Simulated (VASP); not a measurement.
# SnO2 (R3m) in VASP: a series of runs

SnO2 is run at these levels: LDA; tasks: single point.

Program: VASP 6.6.1. These are calculated values, not measurements. Logs are shortened: lines on timing, memory, paths and dates and some standing lists are left out, and cuts for length are marked.

## (1) The cell of the first run

The typed cell holds 12 atoms: a = 5.627 Å, b = 5.627 Å, c = 5.627 Å, α = 70.65°, β = 70.65°, γ = 70.65°.

## (2) Single point, LDA

Contents of INCAR:

```
SYSTEM = SnO2
  ALGO = Normal
  EDIFF = 1E-6
  ENCUT = 520
  ISIF = 2
  ISMEAR = 0
  LASPH = .TRUE.
  LCHARG = .FALSE.
  LREAL = .FALSE.
  LWAVE = .FALSE.
  NBANDS = 64
  NELM = 80
  PREC = Accurate
  SIGMA = 0.05
```

Contents of KPOINTS:

```
k-points
0
G
  6 6 6
  0 0 0
```

Contents of POSCAR:

```
SnO2
1.0
    3.2534500000      1.8783802333      4.1890333333
   -3.2534500000      1.8783802333      4.1890333333
    0.0000000000     -3.7567604666      4.1890333333
Sn O
4 8
Direct
    0.8645353782      0.8645353782      0.8645353782
    0.3648691645      0.3648691645      0.8648751974
    0.3648691645      0.8648751974      0.3648691645
    0.8648751974      0.3648691645      0.3648691645
    0.1199116729      0.6196051221      0.6196051221
    0.6196051221      0.1199116729      0.6196051221
    0.6196051221      0.6196051221      0.1199116729
    0.6099370359      0.6099370359      0.6099370359
    0.1198492242      0.1198492242      0.1198492242
    0.1096932183      0.1096932183      0.6100024814
    0.1096932183      0.6100024814      0.1096932183
    0.6100024814      0.1096932183      0.1096932183
```

Potentials or basis: VASP PAW LDA potentials, release 64 (Sn_d, O).

On the command line:

```console
> cat potpaw_LDA.64/Sn_d/POTCAR potpaw_LDA.64/O/POTCAR > POTCAR
> mpirun -np 1 vasp_std > vasp.out
```

OUTCAR:

```text
SYSTEM = SnO2
   EDIFF = 1E-6
   ENCUT = 520
   ISIF = 2
   ISMEAR = 0
   LASPH = .TRUE.
   LREAL = .FALSE.
   NELM = 80
   PREC = Accurate

 ion  position               nearest neighbor table
   1  0.865  0.865  0.865-   5 2.12   6 2.12   7 2.12  11 2.12  12 2.12  10 2.12   2 3.25   2 3.25
                             3 3.25   4 3.25   3 3.25   4 3.25
   2  0.365  0.365  0.865-  11 2.12  12 2.12   9 2.12   8 2.12   5 2.12   6 2.12   3 3.25   4 3.25
                             1 3.25   1 3.25   4 3.25   3 3.25
   3  0.365  0.865  0.365-  10 2.12  12 2.12   9 2.12   8 2.12   7 2.12   5 2.12   4 3.25   2 3.25
                             1 3.25   1 3.25   4 3.25   2 3.25
   4  0.865  0.365  0.365-  10 2.12  11 2.12   9 2.12   8 2.12   7 2.12   6 2.12   3 3.25   2 3.25
                             1 3.25   1 3.25   3 3.25   2 3.25
   5  0.120  0.620  0.620-   1 2.12   2 2.12   3 2.12
   6  0.620  0.120  0.620-   1 2.12   2 2.12   4 2.12
   7  0.620  0.620  0.120-   1 2.12   3 2.12   4 2.12
   8  0.610  0.610  0.610-   3 2.12   4 2.12   2 2.12
   9  0.120  0.120  0.120-   3 2.12   4 2.12   2 2.12
  10  0.110  0.110  0.610-   3 2.12   4 2.12   1 2.12
  11  0.110  0.610  0.110-   2 2.12   4 2.12   1 2.12
  12  0.610  0.110  0.110-   2 2.12   3 2.12   1 2.12

  LATTYP: Found a trigonal (rhomboedric) cell.
 ALAT       =     5.6268329876
 COS(alpha) =     0.3313632861

  Lattice vectors:

 A1 = (   3.2534500000,   1.8783802333,   4.1890333333)
 A2 = (  -3.2534500000,   1.8783802333,   4.1890333333)
 A3 = (   0.0000000000,  -3.7567604666,   4.1890333333)

Analysis of symmetry for initial positions (statically):
=====================================================================
 Subroutine PRICEL returns:
 Original cell was already a primitive cell.

 Routine SETGRP: Setting up the symmetry group for a
 trigonal (rhombohedral) supercell.

 Subroutine GETGRP returns: Found  6 space group operations
 (whereof  6 operations were pure point group operations)
 out of a pool of 12 trial point group operations.

The static configuration has the point symmetry C_3v.

Analysis of symmetry for dynamics (positions and initial velocities):
=====================================================================
 Subroutine PRICEL returns:
 Original cell was already a primitive cell.

 Routine SETGRP: Setting up the symmetry group for a
 trigonal (rhombohedral) supercell.

 Subroutine GETGRP returns: Found  6 space group operations
 (whereof  6 operations were pure point group operations)
 out of a pool of 12 trial point group operations.

The dynamic configuration has the point symmetry C_3v.

 Subroutine INISYM returns: Found  6 space group operations
 (whereof  6 operations are pure point group operations),
 and found     1 'primitive' translations

----------------------------------------------------------------------------------------

                                     Primitive cell

  volume of cell :     153.6005

  direct lattice vectors                    reciprocal lattice vectors
     3.253450000  1.878380233  4.189033333     0.153683013  0.088728929  0.079572853
    -3.253450000  1.878380233  4.189033333    -0.153683013  0.088728929  0.079572853
     0.000000000 -3.756760467  4.189033333     0.000000000 -0.177457858  0.079572853

  length of vectors
     5.626832988  5.626832988  5.626832988     0.194481697  0.194481697  0.194481697

  position of ions in fractional coordinates (direct lattice)
     0.864535378  0.864535378  0.864535378
     0.364869164  0.364869164  0.864875197
     0.364869164  0.864875197  0.364869164
     0.864875197  0.364869164  0.364869164
     0.119911673  0.619605122  0.619605122
     0.619605122  0.119911673  0.619605122
     0.619605122  0.619605122  0.119911673
     0.609937036  0.609937036  0.609937036
     0.119849224  0.119849224  0.119849224
     0.109693218  0.109693218  0.610002481
     0.109693218  0.610002481  0.109693218
     0.610002481  0.109693218  0.109693218

  ion indices of the primitive-cell ions
   primitive index   ion index
                 1           1
                 2           2
                 3           3
                 4           4
                 5           5
                 6           6
                 7           7
                 8           8
                 9           9
                10          10
                11          11
                12          12

----------------------------------------------------------------------------------------

 KPOINTS: k-points

Automatic generation of k-mesh.
 Grid dimensions read from file:
 generate k-points for:    6    6    6

 Generating k-lattice:

  Cartesian coordinates                     Fractional coordinates (reciprocal lattice)
     0.025613836  0.014788155  0.013262142     0.166666667  0.000000000  0.000000000
    -0.025613836  0.014788155  0.013262142     0.000000000  0.166666667  0.000000000
     0.000000000 -0.029576310  0.013262142     0.000000000  0.000000000  0.166666667

  Length of vectors
     0.032413616  0.032413616  0.032413616

  Shift w.r.t. Gamma in fractional coordinates (k-lattice)
     0.000000000  0.000000000  0.000000000

 Subroutine IBZKPT returns following result:
 ===========================================

 Found     32 irreducible k-points:

 Following reciprocal coordinates:
            Coordinates               Weight
  0.000000  0.000000  0.000000      1.000000
  0.166667 -0.000000 -0.000000      6.000000
  0.333333  0.000000 -0.000000      6.000000
  0.500000  0.000000 -0.000000      3.000000
  0.166667  0.166667 -0.000000      6.000000
  0.333333  0.166667 -0.000000     12.000000
[... 16 lines left out ...]
  0.500000  0.500000  0.166667      6.000000
 -0.333333  0.500000  0.166667     12.000000
 [... further k-points ...]
   k-points           NKPTS =     32   k-points in BZ     NKDIM =     32   number of bands    NBANDS=     64
   number of dos      NEDOS =    301   number of ions     NIONS =     12
   total plane-waves  NPLWV =  74088
   dimension x,y,z NGX =    42 NGY =   42 NGZ =   42
   dimension x,y,z NGXF=    84 NGYF=   84 NGZF=   84
   ions per type =               4   8
   NGX,Y,Z   is equivalent  to a cutoff of  12.41, 12.41, 12.41 a.u.
   NGXF,Y,Z  is equivalent  to a cutoff of  24.82, 24.82, 24.82 a.u.
 SYSTEM =  SnO2
   PREC   = accura    normal or accurate (medium, high low for compatibility)
   ISTART =      0    job   : 0-new  1-cont  2-samecut
   ICHARG =      2    charge: 1-file 2-atom 10-const
   ISPIN  =      1    spin polarized calculation?
   LNONCOLLINEAR =      F non collinear calculations
   LSORBIT =      F    spin-orbit coupling
   LASPH  =      T    aspherical Exc in radial PAW
   ENCUT  =  520.0 eV  38.22 Ry    6.18 a.u.  10.46 10.46 10.46*2*pi/ulx,y,z
   NELM   =     80;   NELMIN=  2; NELMDL= -5     # of ELM steps
   EDIFF  = 0.1E-05   stopping-criterion for ELM
   LREAL  =      F    real-space projection
   EDIFFG = 0.1E-04   stopping-criterion for IOM
   NSW    =      0    number of steps for IOM
   IBRION =     -1    ionic relax: 0-MD 1-quasi-New 2-CG
   NFREE  =      0    steps in history (QN), initial steepest desc. (CG)
   ISIF   =      2    stress and relaxation
   ISYM   =      2    0-nonsym 1-usesym 2-fastsym
   POTIM  = 0.5000    time-step for ionic-motion
   TEBEG  =    0.0;   TEEND  =   0.0 temperature during run
   PSTRESS=    0.0 pullay stress
   NELECT =     104.0000    total number of electrons
   NUPDOWN=      -1.0000    fix difference up-down
   EMIN   =  10.00;   EMAX   =-10.00  energy-range for DOS
   EFERMI =   0.00;   METHOD = LEGACY
   ISMEAR =     0;   SIGMA  =   0.05  broadening in eV -4-tet -1-fermi 0-gaus
   EFERMI_NEDOS =   21; number of points for ismear=-14 and -15
   IALGO  =     38    algorithm
   IMIX   =      4    mixing-type and parameters
     AMIX     =   0.40;   BMIX     =  1.00
     AMIX_MAG =   1.60;   BMIX_MAG =  1.00
  volume/ion in A,a.u.               =      12.80        86.38
  Fermi-wavevector in a.u.,A,eV,Ry     =   1.437546  2.716568 28.116958  2.066538
  Thomas-Fermi vector in A             =   2.556612
   LORBIT       =      0    0 simple, 1 ext, 2 COOP (PROOUT), +10 PAW based schemes
   GGA     = CA    functional components
   LHFCALC =     F    Hartree Fock is set to
   AEXX    =    0.0000 exact exchange contribution
   IVDW    =     0    specifies the selected vdW correction
   LEPSILON=     F    determine dielectric tensor
   LRPA    =     F    only Hartree local field effects (RPA)
 non-spin polarized calculation
 Gauss-broadening in eV      SIGMA  =   0.05
  energy-cutoff  :      520.00
  volume of cell :      153.60
 maximum number of plane-waves:      4153
 NGX is ok and might be reduce to    42
   NGX = 21   NGY = 21   NGZ = 21

 number of electron     103.9999995 magnetization

 Free energy of the ion-electron system (eV)
  ---------------------------------------------------
  ext. energy  EPLUGINS =         0.00000000
  ---------------------------------------------------
  free energy    TOTEN  =       -82.08739656 eV

  energy without entropy =      -82.08739656  energy(sigma->0) =      -82.08739656

 E-fermi :   5.1156     XC(G=0): -11.3969

 val. band max:        4.8549233538   @ k =   0.0000   0.0000   0.0000
 cond. band min:       6.0801587600   @ k =   0.0000   0.0000   0.0000
 fundamental gap:      1.2252354062
 Fermi energy:         5.1155892301

 k-point     1 :       0.0000    0.0000    0.0000
  band No.  band energies     occupation
      1     -15.9028      2.00000
      2     -15.9028      2.00000
      3     -15.9028      2.00000
      4     -15.3688      2.00000
      5     -15.1572      2.00000
      6     -15.1572      2.00000
[... 56 lines left out ...]
     63      15.3701      0.00000
     64      15.3744      0.00000

 k-point     2 :       0.1667   -0.0000   -0.0000
  band No.  band energies     occupation
      1     -15.8662      2.00000
      2     -15.8662      2.00000
      3     -15.8604      2.00000
      4     -15.3420      2.00000
      5     -15.2064      2.00000
      6     -15.1431      2.00000
[... 56 lines left out ...]
     63      15.1422      0.00000
     64      15.1470      0.00000

 k-point     3 :       0.3333    0.0000   -0.0000
  band No.  band energies     occupation
      1     -15.7712      2.00000
      2     -15.7712      2.00000
      3     -15.7403      2.00000
      4     -15.3820      2.00000
      5     -15.2388      2.00000
      6     -15.2387      2.00000
[... 1396 lines left out ...]
     63      13.9630      0.00000
     64      14.4873      0.00000

 k-point    24 :      -0.3333    0.5000    0.1667
  band No.  band energies     occupation
      1     -15.6860      2.00000
      2     -15.6847      2.00000
      3     -15.6504      2.00000
      4     -15.4768      2.00000
      5     -15.3939      2.00000
      6     -15.2420      2.00000
[... 56 lines left out ...]
     63      14.0472      0.00000
     64      14.1682      0.00000

 [... further k-points ...]
[... 5 lines left out ...]
  --------------------------------------------------------------------------------------
  -------------------------------------------------------------------------------------
  Total       -8.1968200     -8.1968200     -5.3222510     -0.0000000     -0.0000000      0.0000000
  in kB      -85.4994400    -85.4994400    -55.5153677     -0.0000000     -0.0000000      0.0000000
  external PRESSURE =     -75.5047492 kB  Pullay stress =       0.0000000 kB

 VOLUME and BASIS-vectors are now :
 -----------------------------------------------------------------------------
  energy-cutoff  :      520.00
  volume of cell :      153.60
      direct lattice vectors                 reciprocal lattice vectors
     3.253450000  1.878380233  4.189033333     0.153683013  0.088728929  0.079572853
    -3.253450000  1.878380233  4.189033333    -0.153683013  0.088728929  0.079572853
     0.000000000 -3.756760467  4.189033333     0.000000000 -0.177457858  0.079572853

 POSITION                                       TOTAL-FORCE (eV/Angst)
 -----------------------------------------------------------------------------------
      0.00000      0.00000     10.86470         0.000000      0.000000      0.006106
      0.00000     -1.87840      6.67989         0.000000     -0.001856     -0.002121
     -1.62674      0.93920      6.67989        -0.001608      0.000928     -0.002121
      1.62674      0.93920      6.67989         0.001608      0.000928     -0.002121
     -1.62573     -0.93861      5.69341        -0.000904     -0.000522      0.463876
      1.62573     -0.93861      5.69341         0.000904     -0.000522      0.463876
      0.00000      1.87723      5.69341         0.000000      0.001044      0.463876
      0.00000      0.00000      7.66514         0.000000      0.000000     -0.463799
      0.00000      0.00000      1.50616         0.000000     -0.000000      0.463777
      0.00000     -1.87954      3.47434         0.000000      0.001201     -0.463783
     -1.62773      0.93977      3.47434         0.001040     -0.000601     -0.463783
      1.62773      0.93977      3.47434        -0.001040     -0.000601     -0.463783
 -----------------------------------------------------------------------------------
    total drift:                               -0.000000      0.000002     -0.000092

  FREE ENERGIE OF THE ION-ELECTRON SYSTEM (eV)
  ---------------------------------------------------
  free  energy   TOTEN  =       -82.0873965626 eV

  energy  without entropy=      -82.0873965626  energy(sigma->0) =      -82.08739656
```

Wall time 2.4 min (1 thread of Intel Xeon 6975P-C (Granite Rapids), shared host); peak memory 0.35 GiB.

What came out:

```yaml
Free_energy: -82.0874 eV
Pressure: -7.6 GPa
Largest_force: 0.464 eV/Å
Band_gap_on_the_k_mesh: 1.23 eV
```

Forces on the atoms (eV/Å):
```
Sn   0.000  0.000  0.006
Sn   0.000 -0.002 -0.002
Sn  -0.002  0.001 -0.002
Sn   0.002  0.001 -0.002
O   -0.001 -0.001  0.464
O    0.001 -0.001  0.464
O    0.000  0.001  0.464
O    0.000  0.000 -0.464
O    0.000  0.000  0.464
O    0.000  0.001 -0.464
O    0.001 -0.001 -0.464
O   -0.001 -0.001 -0.464
```

Stress tensor (GPa, compression positive):
```
-8.55  0.00  0.00
 0.00 -8.55  0.00
 0.00  0.00 -5.55
```

Caveat: the cell stands under tension; spin-orbit coupling is left out, which moves the levels of the heavy elements.

## (3) Single point, LDA

This run uses another cell than the first one, of 11.82 Å³/atom.

Contents of INCAR:

```
  PREC = Accurate
  ENCUT = 520
  EDIFF = 1E-6
  ISMEAR = 0
  SIGMA = 0.05
  LREAL = False
  LASPH = True
  NELM = 100
  ALGO = Normal
  ISIF = 2
  LWAVE = False
  LCHARG = True
  LELF = True
  LVHAR = True
  NBANDS = 64
```

Contents of KPOINTS:

```
Automatic mesh
0
Gamma
  6 6 6
```

Edit POSCAR of step 2 so:

```diff
@@ -2,5 +2,5 @@
 1.0
-    3.2534500000      1.8783802333      4.1890333333
-   -3.2534500000      1.8783802333      4.1890333333
-    0.0000000000     -3.7567604666      4.1890333333
+    3.2053561353      1.8506132276      3.9847000000
+   -3.2053561353      1.8506132276      3.9847000000
+    0.0000000000     -3.7012264551      3.9847000000
 Sn O
```

Potentials or basis: VASP PAW LDA potentials, release 64 (Sn_d, O).

On the command line:

```console
> cat potpaw_LDA.64/Sn_d/POTCAR potpaw_LDA.64/O/POTCAR > POTCAR
> mpirun -np 1 vasp_std > vasp.out
```

Run time: 6 min. Hardware: 1 thread of Intel Xeon 8259CL, shared host; peak memory 0.33 GiB.

It converged, with:

```yaml
Free_energy: -82.1855 eV
Pressure: 4.7 GPa
Largest_force: 0.385 eV/Å
Band_gap_on_the_k_mesh: 1.63 eV
```

Forces on the atoms (eV/Å):
```
Sn   0.000  0.000  0.001
Sn   0.000 -0.003 -0.001
Sn  -0.002  0.001 -0.001
Sn   0.002  0.001 -0.001
O    0.001  0.000 -0.383
O   -0.001  0.000 -0.383
O    0.000 -0.001 -0.383
O    0.000  0.000  0.385
O    0.000  0.000 -0.382
O    0.000  0.000  0.383
O    0.000  0.000  0.383
O    0.000  0.000  0.383
```

Stress tensor (GPa, compression positive):
```
5.24 0.00 0.00
0.00 5.24 0.00
0.00 0.00 3.72
```

Levels at points of the mesh, in eV from the valence-band top:
```csv
k point,band 49,band 50,band 51,band 52,band 53,band 54,band 55,band 56
"(0.00, 0.00, 0.00)",-0.04,-0.04,-0.04,0.00,1.63,4.85,4.85,4.85
"(0.50, 0.00, 0.00)",-0.34,-0.34,-0.09,-0.09,4.29,4.30,5.86,5.86
"(0.50, 0.50, 0.00)",-0.64,-0.64,-0.19,-0.19,4.83,4.83,5.84,5.84
"(0.50, 0.50, 0.50)",-1.26,-1.18,-1.18,-1.18,3.96,5.67,5.67,5.67
```

Caveat: the cell stands under pressure; spin-orbit coupling is left out, which moves the levels of the heavy elements.

## (4) Single point, LDA

This run uses another cell than the first one, of 11.86 Å³/atom.

Contents of INCAR:

```
PREC     = Accurate       # precision mode
ENCUT    = 520            # plane-wave cutoff, eV
EDIFF    = 1E-6           # SCF threshold, eV
ISMEAR   = 0              # smearing method
SIGMA    = 0.05           # smearing width, eV
LREAL    = False          # projectors in reciprocal space
LASPH    = True           # aspherical terms in the spheres
NELM     = 60             # most SCF steps
ALGO     = Normal         # electronic algorithm
ISIF     = 2              # what is computed and relaxed
LWAVE    = False          # write WAVECAR
LCHARG   = True           # write CHGCAR
GGA      = CA             # functional
LELF     = True           # ELF
LVHAR    = True         
NBANDS   = 64             # bands
```

Contents of KPOINTS:

```
regular mesh
0
Gamma
  6 6 6
```

Edit POSCAR of step 3 so:

```diff
@@ -2,5 +2,5 @@
 1.0
-    3.2053561353      1.8506132276      3.9847000000
-   -3.2053561353      1.8506132276      3.9847000000
-    0.0000000000     -3.7012264551      3.9847000000
+    3.2534500000      1.8783802333      3.8825333333
+   -3.2534500000      1.8783802333      3.8825333333
+    0.0000000000     -3.7567604666      3.8825333333
 Sn O
```

On the command line:

```console
> cat potpaw_LDA.64/Sn_d/POTCAR potpaw_LDA.64/O/POTCAR > POTCAR
> mpirun -np 1 vasp_std > vasp.out
```

It took 6.6 min on 1 thread of Intel Xeon 8259CL, shared host; peak memory 0.33 GiB.

The run converged. Its results:

```
Free energy            : -82.1824 eV
Pressure               : 0.9 GPa
Largest force          : 0.350 eV/Å
Band gap on the k mesh : 1.31 eV
```

Forces on the atoms (eV/Å):
```
Sn   0.000  0.000  0.001
Sn   0.000 -0.004 -0.001
Sn  -0.003  0.002 -0.001
Sn   0.003  0.002 -0.001
O    0.000  0.000 -0.348
O    0.000  0.000 -0.348
O    0.000  0.000 -0.348
O    0.000  0.000  0.350
O    0.000  0.000 -0.344
O    0.000  0.000  0.346
O    0.000  0.000  0.346
O    0.000  0.000  0.346
```

Stress tensor (GPa, compression positive):
```
0.10 0.00 0.00
0.00 0.10 0.00
0.00 0.00 2.55
```

Levels at points of the mesh, in eV from the valence-band top:
```
           k point  band 50  band 51  band 52  band 53  band 54  band 55
(0.00, 0.00, 0.00)    -0.05    -0.05     0.00     1.31     4.55     4.55
(0.50, 0.00, 0.00)    -0.29    -0.10    -0.10     3.98     3.99     5.54
(0.50, 0.50, 0.00)    -0.61    -0.21    -0.21     4.57     4.58     5.51
(0.50, 0.50, 0.50)    -1.26    -1.26    -1.26     3.82     5.44     5.44
```

Caveat: spin-orbit coupling is left out, which moves the levels of the heavy elements.

## (5) Summary

```tsv
cell	gap on the mesh (eV)	pressure (GPa)	largest force (eV/Å)
a = 5.627 Å, angles 70.6°, 12 atoms	1.23	-7.6	0.46
a = 5.438 Å, angles 72.2°, 12 atoms	1.63	4.7	0.38
a = 5.403 Å, angles 74.1°, 12 atoms	1.31	0.9	0.35
```

Alike in all rows: task single point; level LDA; potentials or basis VASP PAW LDA potentials, release 64 (Sn_d, O); no spin polarisation; k mesh 6 × 6 × 6; cutoff (eV) 520; smearing gaussian 0.05 eV.

Caveats: spin-orbit coupling is left out, which moves the levels of the heavy elements; the cell stands under tension (at least some runs); the cell stands under pressure (at least some runs).

Absolute energies hang on the potentials; compare differences alone.
